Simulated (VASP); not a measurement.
# VH4 (Im-3m) in VASP: a series of runs

VH4 is run at these levels: PBE; tasks: relaxation of cell and atoms, single point.

Everything below comes from runs of VASP 6.6.1. Logs are shortened: lines on timing, memory, paths and dates and some standing lists are left out, and cuts for length are marked.

### Step 1. The cell of the first run

It takes space group Im-3m (No. 229, cubic). The conventional cell has a = 4.111 Å, b = 4.111 Å, c = 4.111 Å, α = 90.00°, β = 90.00°, γ = 90.00°. Within 2.4 Å of V (site symmetry m-3m) lie 8 H at 1.78 Å. H (site symmetry -3m) has 2 V at 1.78 Å and 6 H at 2.06 Å within 2.4 Å.

The cell was built from a structure type or drawn by symmetry, and may not be a known phase.

### Step 2. Relaxation of cell and atoms, PBE, collinear spin, ferromagnetic start

The input, INCAR:

```
SYSTEM = VH4
PREC = Accurate ; ENCUT = 600
EDIFF = 1E-6 ; ISMEAR = 0
SIGMA = 0.1 ; LREAL = .FALSE.
LASPH = .TRUE. ; NELM = 150
ALGO = Normal ; ISIF = 3
LWAVE = .FALSE. ; LCHARG = .FALSE.
ISPIN = 2 ; MAGMOM = 0.94 0 0 0 0
LORBIT = 11 ; LMAXMIX = 4
GGA = PE ; IBRION = 2
NSW = 100 ; EDIFFG = -0.01
```

The input, KPOINTS:

```
regular mesh
0
G
  14 14 14
  0 0 0
```

The input, POSCAR:

```
VH4
1.0
   -2.0555385696      2.0555385696      2.0555385696
    2.0555385696     -2.0555385696      2.0555385696
    2.0555385696      2.0555385696     -2.0555385696
V H
1 4
Direct
    0.0000000000      0.0000000000      0.0000000000
    0.0000000000      0.0000000000      0.5000000000
    0.5000000000      0.0000000000      0.0000000000
    0.5000000000      0.5000000000      0.5000000000
    0.0000000000      0.5000000000      0.0000000000
```

Potentials or basis: VASP PAW PBE potentials, release 64 (V_sv, H).

Run with:

```sh
> cat potpaw_PBE.64/V_sv/POTCAR potpaw_PBE.64/H/POTCAR > POTCAR
> mpirun -np 1 vasp_std > vasp.out
```

OUTCAR:

```text
SYSTEM = VH4
   PREC = Accurate
   ENCUT = 600
   EDIFF = 1E-6
   ISMEAR = 0
   LREAL = .FALSE.
   LASPH = .TRUE.
   NELM = 150
   ISIF = 3
   ISPIN = 2
   LORBIT = 11
   GGA = PE
   IBRION = 2
   NSW = 100
   EDIFFG = -0.01

 ion  position               nearest neighbor table
   1  0.000  0.000  0.000-   2 1.78   3 1.78   4 1.78   5 1.78   2 1.78   5 1.78   3 1.78   4 1.78

   2  0.000  0.000  0.500-   1 1.78   1 1.78
   3  0.500  0.000  0.000-   1 1.78   1 1.78
   4  0.500  0.500  0.500-   1 1.78   1 1.78
   5  0.000  0.500  0.000-   1 1.78   1 1.78

  LATTYP: Found a body centered cubic cell.
 ALAT       =     4.1110771392

  Lattice vectors:

 A1 = (  -2.0555385696,   2.0555385696,   2.0555385696)
 A2 = (   2.0555385696,  -2.0555385696,   2.0555385696)
 A3 = (   2.0555385696,   2.0555385696,  -2.0555385696)

Analysis of symmetry for initial positions (statically):
=====================================================================
 Subroutine PRICEL returns:
 Original cell was already a primitive cell.

 Routine SETGRP: Setting up the symmetry group for a
 body centered cubic supercell.

 Subroutine GETGRP returns: Found 48 space group operations
 (whereof 48 operations were pure point group operations)
 out of a pool of 48 trial point group operations.

The static configuration has the point symmetry O_h .

Analysis of symmetry for dynamics (positions and initial velocities):
=====================================================================
 Subroutine PRICEL returns:
 Original cell was already a primitive cell.

 Routine SETGRP: Setting up the symmetry group for a
 body centered cubic supercell.

 Subroutine GETGRP returns: Found 48 space group operations
 (whereof 48 operations were pure point group operations)
 out of a pool of 48 trial point group operations.

The dynamic configuration has the point symmetry O_h .

Analysis of structural, dynamic, and magnetic symmetry:
=====================================================================
 Subroutine PRICEL returns:
 Original cell was already a primitive cell.

 Routine SETGRP: Setting up the symmetry group for a
 body centered cubic supercell.

 Subroutine GETGRP returns: Found 48 space group operations
 (whereof 48 operations were pure point group operations)
 out of a pool of 48 trial point group operations.

The overall configuration has the point symmetry O_h .

 Subroutine INISYM returns: Found 48 space group operations
 (whereof 48 operations are pure point group operations),
 and found     1 'primitive' translations

----------------------------------------------------------------------------------------

[... 155 lines left out ...]

 k-point     1 :       0.0000    0.0000    0.0000
  band No.  band energies     occupation
      1     -62.1292      1.00000
      2     -35.9402      1.00000
      3     -35.9402      1.00000
      4     -35.9402      1.00000
      5      -6.2342      1.00000
      6      -0.4419      1.00000
      7      -0.4419      1.00000
      8      -0.4419      1.00000
      9       2.7874      0.04217
     10       2.7874      0.04210
     11      10.2186      0.00000
     12      10.2186      0.00000
[... 333 lines left out ...]
      1     -62.1246      1.00000
      2     -35.9809      1.00000
      3     -35.9735      1.00000
      4     -35.9474      1.00000
      5      -2.2671      1.00000
      6      -1.6842      1.00000
      7      -1.4171      1.00000
      8       1.3548      1.00000
      9       2.5555      0.93978
     10       2.6321      0.68077
     11       3.9999      0.00000
     12       4.4985      0.00000

 [... further k-points ...]

 spin component 2

 k-point     1 :       0.0000    0.0000    0.0000
  band No.  band energies     occupation
      1     -60.8895      1.00000
      2     -34.7086      1.00000
      3     -34.7086      1.00000
      4     -34.7086      1.00000
      5      -6.0128      1.00000
      6      -0.1096      1.00000
      7      -0.1096      1.00000
      8      -0.1096      1.00000
      9       4.6160      0.00000
     10       4.6161      0.00000
     11      10.6154      0.00000
     12      10.6155      0.00000
[... 333 lines left out ...]
      1     -60.8845      1.00000
      2     -34.7533      1.00000
      3     -34.7452      1.00000
      4     -34.7165      1.00000
      5      -2.0331      1.00000
      6      -1.4964      1.00000
      7      -1.1948      1.00000
      8       1.6294      1.00000
      9       4.2200      0.00000
     10       4.2959      0.00000
     11       4.7666      0.00000
     12       5.2098      0.00000

 [... further k-points ...]
[... 5 lines left out ...]
  --------------------------------------------------------------------------------------
  -------------------------------------------------------------------------------------
  Total       -0.0340423     -0.0340423     -0.0340423      0.0000000      0.0000000      0.0000000
  in kB       -1.5699765     -1.5699765     -1.5699765      0.0000000      0.0000000      0.0000000
  external PRESSURE =      -1.5699765 kB  Pullay stress =       0.0000000 kB

 VOLUME and BASIS-vectors are now :
 -----------------------------------------------------------------------------
  energy-cutoff  :      600.00
  volume of cell :       34.74
      direct lattice vectors                 reciprocal lattice vectors
    -2.055538570  2.055538570  2.055538570     0.000000000  0.243245253  0.243245253
     2.055538570 -2.055538570  2.055538570     0.243245253  0.000000000  0.243245253
     2.055538570  2.055538570 -2.055538570     0.243245253  0.243245253  0.000000000

 POSITION                                       TOTAL-FORCE (eV/Angst)
 -----------------------------------------------------------------------------------
      0.00000      0.00000      0.00000         0.000000     -0.000000     -0.000000
      1.02777      1.02777     -1.02777        -0.000000      0.000000     -0.000000
     -1.02777      1.02777      1.02777         0.000000     -0.000000     -0.000000
      1.02777      1.02777      1.02777        -0.000000     -0.000000      0.000000
      1.02777     -1.02777      1.02777         0.000000      0.000000      0.000000
 -----------------------------------------------------------------------------------
    total drift:                               -0.000000     -0.000000     -0.000000

  FREE ENERGIE OF THE ION-ELECTRON SYSTEM (eV)
  ---------------------------------------------------
  free  energy   TOTEN  =       -20.3905966062 eV

  energy  without entropy=      -20.3691137275  energy(sigma->0) =      -20.37985517

 reached required accuracy - stopping structural energy minimisation

 total charge

# of ion       s       p       d       tot
------------------------------------------
    1        2.266   6.227   2.969  11.462
    2        0.547   0.009   0.000   0.556
    3        0.547   0.009   0.000   0.556
    4        0.547   0.009   0.000   0.556
    5        0.547   0.009   0.000   0.556
--------------------------------------------------
tot          4.455   6.263   2.969  13.686

 magnetization (x)

# of ion       s       p       d       tot
------------------------------------------
    1        0.013   0.008   1.201   1.221
    2       -0.009   0.002   0.000  -0.007
    3       -0.009   0.002   0.000  -0.007
    4       -0.009   0.002   0.000  -0.007
    5       -0.009   0.002   0.000  -0.007
--------------------------------------------------
tot         -0.023   0.017   1.201   1.194
```

It took 42 s on 1 thread of Intel Xeon 6975P-C (Granite Rapids), shared host; peak memory 0.23 GiB.

What came out:

| Item | Value |
| --- | --- |
| Free energy | -20.3906 eV |
| Pressure after relaxing | -0.2 GPa |
| Net moment | 1.37 μB per cell |
| Site moments | V +1.22; H -0.01 μB |
| Valence electrons inside the program's atomic spheres | V 11.46; H 0.56 |

Final structure:
```
V H
1.0
    -2.05554    2.05554    2.05554
     2.05554   -2.05554    2.05554
     2.05554    2.05554   -2.05554
V H
1 4
Cartesian
  0.0000 0.0000 0.0000
  1.0278 1.0278 -1.0278
  -1.0278 1.0278 1.0278
  1.0278 1.0278 1.0278
  1.0278 -1.0278 1.0278
```

Caveat: the relaxation stopped at its first step, so nothing moved.

### Step 3. Single point, PBE, collinear spin, ferromagnetic start

The input, INCAR:

```
PREC = Accurate ; ENCUT = 520
EDIFF = 1E-7 ; ISMEAR = 0
SIGMA = 0.1 ; LREAL = F
LASPH = T ; NELM = 150
ALGO = Normal ; ISIF = 2
LWAVE = F ; LCHARG = T
ISPIN = 2 ; MAGMOM = 2 0 0 0 0
LORBIT = 11 ; LMAXMIX = 4
GGA = PE ; LELF = T
LVHAR = T ; NBANDS = 20
```

The input, KPOINTS:

```
regular mesh
0
Gamma
  6 6 6
```

POSCAR is that of step 2.

Potentials or basis: VASP PAW PBE potentials, release 64 (V_sv, H).

Run with:

```sh
> cat potpaw_PBE.64/V_sv/POTCAR potpaw_PBE.64/H/POTCAR > POTCAR
> mpirun -np 1 vasp_std > vasp.out
```

Wall time 16 s (1 thread of Intel Xeon 6975P-C (Granite Rapids), shared host); peak memory 0.17 GiB.

It converged, with:

```yaml
Free_energy: -20.4013 eV
Pressure: -0.5 GPa
Net_moment: 1.31 μB per cell
Site_moments: V +1.20; H -0.01 μB
Valence_electrons_inside_the_program's_atomic_spheres: V 11.46; H 0.56
```

Levels at points of the mesh, in eV from the Fermi level:
Spin up:
```
           k point  band 5  band 6  band 7  band 8  band 9  band 10  band 11  band 12  band 13  band 14
(0.00, 0.00, 0.00)   -8.90   -3.09   -3.09   -3.09    0.12     0.12     7.57     7.57     7.57    11.56
(0.50, 0.00, 0.00)   -5.77   -4.65   -3.68   -0.21    0.11     0.39     0.67     1.51     6.98     8.22
(0.50, 0.50, 0.50)   -2.91   -2.91   -2.91   -1.52   -1.52     0.53     0.53     0.53     4.93     5.28
```
Spin down:
| k point | band 5 | band 6 | band 7 | band 8 | band 9 | band 10 | band 11 | band 12 |
| --- | --- | --- | --- | --- | --- | --- | --- | --- |
| (0.00, 0.00, 0.00) | -8.71 | -2.81 | -2.81 | -2.81 | 1.95 | 1.95 | 7.92 | 7.92 |
| (0.50, 0.00, 0.00) | -5.57 | -4.52 | -3.43 | 0.42 | 1.34 | 1.49 | 1.92 | 2.18 |
| (0.50, 0.50, 0.50) | -2.86 | -2.86 | -2.86 | -0.17 | -0.17 | 1.20 | 1.20 | 1.20 |

Caveat: the k points lie up to 0.36 Å⁻¹ apart.

### Step 4. Relaxation of cell and atoms, PBE, collinear spin, ferromagnetic start

This run uses another cell than the first one, of 8.59 Å³/atom.

The input, INCAR:

```
SYSTEM = VH4
  PREC = Accurate
  ENCUT = 600
  EDIFF = 1E-6
  ISMEAR = 0
  SIGMA = 0.1
  LREAL = .False.
  LASPH = .True.
  NELM = 150
  ALGO = Normal
  ISIF = 3
  LWAVE = .False.
  LCHARG = .False.
  ISPIN = 2
  MAGMOM = 2 0 0 0 0
  LORBIT = 11
  LMAXMIX = 4
  GGA = PE
  IBRION = 2
  NSW = 90
  EDIFFG = -0.04
```

The input, KPOINTS:

```
regular mesh
0
Gamma
  6 6 6
  0 0 0
```

Changes to POSCAR since step 3:

```diff
@@ -2,5 +2,5 @@
 1.0
-   -2.0555385696      2.0555385696      2.0555385696
-    2.0555385696     -2.0555385696      2.0555385696
-    2.0555385696      2.0555385696     -2.0555385696
+   -2.2064632900      2.2064632900      2.2064632900
+    2.2064632900     -2.2064632900      2.2064632900
+    2.2064632900      2.2064632900     -2.2064632900
 V H
```

Run with:

```sh
> cat potpaw_PBE.64/V_sv/POTCAR potpaw_PBE.64/H/POTCAR > POTCAR
> mpirun -np 1 vasp_std > vasp.out
```

It took 36 s on 1 thread of Intel Xeon 6975P-C (Granite Rapids), shared host; peak memory 0.21 GiB.

It converged, with:

```yaml
Free_energy: -20.4069 eV
Relaxed_volume: 6.90 Å³/atom
Relaxed_cell: a = 3.553 Å, b = 3.553 Å, c = 3.553 Å, α = 109.47°, β = 109.47°, γ = 109.47°
Space_group_after_relaxing_to_0.1_Å: Im-3m (No. 229)
Energy_gained_by_relaxing: 80.0 meV/atom
Ionic_steps: 4
Pressure_after_relaxing: 0.3 GPa
Net_moment: 1.30 μB per cell
Site_moments: V +1.19; H -0.01 μB
Valence_electrons_inside_the_program's_atomic_spheres: V 11.47; H 0.56
```

The path:
```
step  energy change (eV)  largest force (eV/Å)  pressure (GPa)  volume (Å³)
   1              0.0000                0.0000          -13.03        42.97
   2             -0.2844                0.0000           -8.14        38.77
   3             -0.3939                0.0000           -2.14        35.52
   4             -0.4000                0.0000            0.30        34.52
```

Final structure:
```
CELL_PARAMETERS angstrom
-2.05127 2.05127 2.05127
2.05127 -2.05127 2.05127
2.05127 2.05127 -2.05127
ATOMIC_POSITIONS crystal
V 0.00000 0.00000 0.00000
H 0.00000 0.00000 0.50000
H 0.50000 0.00000 0.00000
H 0.50000 0.50000 0.50000
H 0.00000 0.50000 0.00000
```

Levels at points of the mesh, in eV from the Fermi level:
Spin up:
```
           k point  band 5  band 6  band 7  band 8  band 9  band 10  band 11  band 12  band 13
(0.00, 0.00, 0.00)   -8.95   -3.12   -3.12   -3.12    0.12     0.12     7.62     7.62     7.62
(0.50, 0.00, 0.00)   -5.80   -4.67   -3.71   -0.21    0.11     0.39     0.67     1.52     7.02
(0.50, 0.50, 0.50)   -2.92   -2.92   -2.92   -1.54   -1.54     0.54     0.54     0.54     4.94
```
Spin down:
```tsv
k point	band 4	band 5	band 6	band 7	band 8	band 9	band 10	band 11	band 12	band 13
(0.00, 0.00, 0.00)	-37.39	-8.75	-2.83	-2.83	-2.83	1.95	1.95	7.97	7.97	7.97
(0.50, 0.00, 0.00)	-37.38	-5.60	-4.55	-3.46	0.42	1.34	1.48	1.92	2.19	7.42
(0.50, 0.50, 0.50)	-37.44	-2.87	-2.87	-2.87	-0.20	-0.20	1.19	1.19	1.19	4.80
```

Caveat: the volume moved by over 15 % at a fixed basis, so the end points are rough.

### Step 5. The runs side by side

| task | cell | k mesh | cutoff (eV) | gap on the mesh (eV) | pressure (GPa) | moment (μB) |
| --- | --- | --- | --- | --- | --- | --- |
| relaxation of cell and atoms | relaxed from a = 3.560 Å, angles 109.5°, 5 atoms | 14 × 14 × 14 | 600 | none | -0.2 | 1.37 |
| single point | a = 3.560 Å, angles 109.5°, 5 atoms | 6 × 6 × 6 | 520 | none | -0.5 | 1.31 |
| relaxation of cell and atoms | relaxed from a = 3.822 Å, angles 109.5°, 5 atoms | 6 × 6 × 6 | 600 | none | 0.3 | 1.30 |

Alike in all rows: level PBE; potentials or basis VASP PAW PBE potentials, release 64 (V_sv, H); spin collinear, ferromagnetic start; smearing gaussian 0.1 eV.

Caveats: some runs use coarse meshes; the relaxation stopped at its first step, so nothing moved (at least some runs); the volume moved by over 15 % at a fixed basis, so the end points are rough (at least some runs).

Total energies depend on the potentials used, so only differences within one code and one set of settings carry meaning.
